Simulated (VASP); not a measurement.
Input of a VASP 6.6.1 run:

The input POSCAR:

```
AgI
1.0
    4.9041485004      0.0000000000      0.0000000000
   -2.4520742502      4.2471171853      0.0000000000
    0.0000000000      0.0000000000      7.9679502786
Ag I
2 2
Direct
    0.3333333333      0.6666666667      0.0013348502
    0.6666666667      0.3333333333      0.5013348502
    0.3333333333      0.6666666667      0.3785651498
    0.6666666667      0.3333333333      0.8785651498
```

The input INCAR.step1:

```
SYSTEM = AgI
  PREC = Accurate
  ENCUT = 550
  ISMEAR = 0
  SIGMA = 0.02
  LREAL = .False.
  LASPH = .True.
  NELM = 120
  NBANDS = 26
  GGA = PE
  ALGO = Normal
  EDIFF = 1E-5
  LWAVE = .True.
  LCHARG = .False.
  GGA_COMPAT = .False.
```

INCAR.step2

```
SYSTEM = AgI
  PREC = Accurate
  ENCUT = 550
  EDIFF = 1E-6
  ISMEAR = 0
  SIGMA = 0.02
  LREAL = .False.
  LASPH = .True.
  NELM = 120
  ALGO = Normal
  ISIF = 2
  LWAVE = .False.
  LCHARG = .False.
  METAGGA = R2SCAN
  LMIXTAU = .True.
  NBANDS = 26
  ISTART = 1
  GGA_COMPAT = .False.
```

Contents of KPOINTS:

```
regular mesh
0
Gamma
  6 6 4
  0 0 0
```

Potentials or basis: VASP PAW PBE potentials, release 64 (Ag, I).

Run with:

```console
$ cat potpaw_PBE.64/Ag/POTCAR potpaw_PBE.64/I/POTCAR > POTCAR
$ cp INCAR.step1 INCAR
$ mpirun -np 1 vasp_std > vasp.out
$ cp INCAR.step2 INCAR
$ mpirun -np 1 vasp_std > vasp.out
```

Problem. Predict the band gap on the k mesh.

Solution. 1.84 eV.

Problem. What does it give for the pressure?

Solution. -3.1 GPa.

Caveat: the cell stands under tension; the PAW data sets were made with another functional, which shifts forces and pressure a little; spin-orbit coupling is left out, which moves the levels of the heavy elements.
